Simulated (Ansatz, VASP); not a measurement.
## One calculation of BaTiO3, two programs

INCAR

```
SYSTEM = BaTiO3
PREC     = Accurate       ! precision mode
ENCUT    = 520            ! plane-wave cutoff, eV
EDIFF    = 1E-6           ! SCF threshold, eV
ISMEAR   = -1             ! smearing method
SIGMA    = 0.1            ! smearing width, eV
LREAL    = .FALSE.        ! projectors in reciprocal space
LASPH    = .TRUE.         ! aspherical terms in the spheres
NELM     = 80             ! most SCF steps
ALGO     = Normal         ! electronic algorithm
ISIF     = 2              ! what is computed and relaxed
LWAVE    = .FALSE.        ! write WAVECAR
LCHARG   = .FALSE.        ! write CHGCAR
GGA      = PE             ! functional
NBANDS   = 28             ! bands
```

The input KPOINTS:

```
Automatic mesh
0
G
  6 6 6
  0 0 0
```

The input POSCAR:

```
BaTiO3
1.0
    4.0459201900      0.0000000000      0.0000000000
    0.0115086700      4.0458999800      0.0000000000
    0.0115086700      0.0114783600      4.0458898800
Ba Ti O
1 1 3
Direct
    0.0000000000      0.0000000000      0.0000000000
    0.4845000000      0.4845000000      0.4845000000
    0.5086000000      0.5086000000      0.0175000000
    0.0175000000      0.5086000000      0.5086000000
    0.5086000000      0.0175000000      0.5086000000
```

Input for Ansatz:

```yaml
crystal:
  lattice:
    - [4.04592019, 0.0, 0.0]
    - [0.01150867, 4.04589998, 0.0]
    - [0.01150867, 0.01147836, 4.04588988]
  atoms:
    - { symbol: Ba, position: [0.0, 0.0, 0.0] }
    - { symbol: Ti, position: [0.4845, 0.4845, 0.4845] }
    - { symbol: O, position: [0.5086, 0.5086, 0.0175] }
    - { symbol: O, position: [0.0175, 0.5086, 0.5086] }
    - { symbol: O, position: [0.5086, 0.0175, 0.5086] }
  symmetry: { tolerance: 0.0003 }
kpoints:
  mp_grid: { grid: [6, 6, 6], shift: [0, 0, 0] }
  band_path:
    path:
      - [0.0, 0.0, 0.0]
      - [0.5, 0.5, 0.5]
      - [0.50282862, 0.49717138, 0.5]
      - [0.5, -0.49717138, 0.49717138]
      - [0.5, 0.0, 0.0]
      - [0.0, 0.0, 0.0]
      - [0.49858569, -0.49858569, 0.0]
      - [0.50141431, 0.0, 0.49858569]
      - [0.5, 0.0, 0.5]
      - [0.0, 0.0, 0.0]
    npoints: 6
magnetization:
  spin_polarized: false
scf:
  occupations: { method: fermi_dirac }
  lower_state_search: "off"
  max_iter: 200
hamiltonian:
  pseudopotentials: { kind: paw }
  xc: pbe
basis:
  ecutwfc: 420
  fft_grid_basis: typed
output:
  forces: true
  stress: true
  eigenvalues: true
  bader: true
  populations: true
  elf: true
  write_potential: true
  volumetric_format: npy
  dos:
    e_range: [-12, 8]
    de: 0.05
    projected: { site_lists: { Ba: [Ba], O: [O], Ti: [Ti] } }
checkpoint:
  read: saved_state
```

Alike in both runs: task single point; functional PBE; k mesh 6 × 6 × 6; no spin polarisation.

|  | VASP | Ansatz |
| --- | --- | --- |
| version | VASP 6.6.1 | Ansatz 0.2.0 |
| potentials or method | VASP PAW PBE potentials, release 64 (Ba_sv, Ti_sv, O), cutoff 520 eV | PAW plane waves |
| occupations | fermi-dirac, width 0.1 eV | fermi-dirac |
| valence electrons in the cell | 40 | 40 |

VASP gave:

- pressure (GPa): 1.4
- traceless stress, the component that is largest in VASP (GPa): 0.03
- rms of the force components (eV/Å): 0.058

Question: What did Ansatz give for the same quantities?

Answer: Pressure (GPa): -0.2; traceless stress, the component that is largest in VASP (GPa): 0.05; rms of the force components (eV/Å): 0.083.

Atom by atom the forces differ by 0.027 eV/Å (rms over components). Ansatz's warnings: structure snapped to symmetry.

Spin-orbit coupling is off throughout.
